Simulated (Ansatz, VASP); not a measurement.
**Be: VASP beside Ansatz**

File INCAR:

```
SYSTEM = Be
  PREC = Accurate
  ENCUT = 520
  EDIFF = 1E-7
  ISMEAR = -1
  SIGMA = 0.1
  LREAL = .FALSE.
  LASPH = .TRUE.
  NELM = 60
  ALGO = Normal
  ISIF = 2
  LWAVE = .FALSE.
  LCHARG = .TRUE.
  GGA = CA
  LELF = .TRUE.
  LVHAR = .TRUE.
  NBANDS = 9
```

Contents of KPOINTS:

```
regular mesh
0
G
  30 30 15
  0 0 0
```

The input POSCAR:

```
Be
1.0
   -1.5580168146      1.2774028653      1.1399109734
    1.2774028653     -1.5580168146      1.1399109734
    2.8197806214      2.8197806214     -1.6538559356
Be
2
Direct
    0.9583948535      0.0416051465      0.0000000000
    0.7916051465      0.2083948535      0.5000000000
```

Input for Ansatz:

```yaml
crystal:
  lattice:
    - [-1.5580168146, 1.2774028653, 1.1399109734]
    - [1.2774028653, -1.5580168146, 1.1399109734]
    - [2.8197806214, 2.8197806214, -1.6538559356]
  atoms:
    - { symbol: Be, position: [0.9583948535, 0.0416051465, 0.0] }
    - { symbol: Be, position: [0.7916051465, 0.2083948535, 0.5] }
hamiltonian:
  xc: lda
  pseudopotentials:
    kind: paw
    azcp:
      Be: "pseudopotentials/Be.paw.azcp"
basis:
  ecutwfc: 420
  fft_grid_basis: typed
kpoints:
  mp_grid: { grid: [30, 30, 15], shift: [0, 0, 0] }
magnetization:
  spin_polarized: false
scf:
  occupations: { method: fermi_dirac, width: 0.1 }
output:
  stress: true
```

Alike in both runs: task single point; functional LDA; k mesh 30 × 30 × 15; occupations fermi-dirac, width 0.1 eV; no spin polarisation.

|  | VASP | Ansatz |
| --- | --- | --- |
| version | VASP 6.6.1 | Ansatz 0.2.0 |
| potentials or method | VASP PAW LDA potentials, release 64 (Be), cutoff 520 eV | plane waves (420 eV) with PAW, scalar-relativistic |
| valence electrons in the cell | 4 | 4 |

Ansatz gave:

```
pressure (GPa)                                                : -12.4
traceless stress, the component that is largest in VASP (GPa) : -0.58
```

Problem. Estimate VASP's values.

Solution. Pressure (GPa): -12.0; traceless stress, the component that is largest in VASP (GPa): -0.58.

Ansatz warns that its potentials were made for another functional, while VASP's fit it. LDA's correlation is that of Perdew and Zunger in VASP and of Perdew and Wang (1992) in Ansatz.
